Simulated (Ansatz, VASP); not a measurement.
**AlNi in VASP and in Ansatz**

```xyz
2
Lattice="2.8622 0.0000 0.0000 0.0000 2.8622 0.0000 0.0000 0.0000 2.8622" Properties=species:S:1:pos:R:3 pbc="T T T"
Al    0.0000    0.0000    0.0000
Ni    1.4311    1.4311    1.4311
```

Alike in both runs: functional PBEsol; k mesh 14 × 14 × 14; occupations gaussian, width 0.1 eV; no spin polarisation.

Ansatz relaxed the structure, and its values are those at the end. VASP's run is a single point on that final structure, the one shown.

|  | VASP | Ansatz |
| --- | --- | --- |
| version | VASP 6.6.1 | Ansatz 0.2.0 |
| potentials or method | VASP PAW PBE potentials, release 64 (Al, Ni), cutoff 520 eV | scalar-relativistic, plane waves, PAW |
| valence electrons in the cell | 13 | 21 |

```tsv
	VASP	Ansatz	Ansatz less VASP
gap on the k mesh at the Fermi level (eV)	none	none	-
pressure (GPa)	0.2	0.0	-0.21
```

VASP's potentials were made for PBE, not for PBEsol. A gap of «none» marks a metal or a gap that the smearing closes. With one functional, cell and mesh, what is left measures potentials, basis and numerics. VASP's potentials hold 13 valence electrons a cell and Ansatz's 21, so a difference there can come from the potentials and not from the codes.
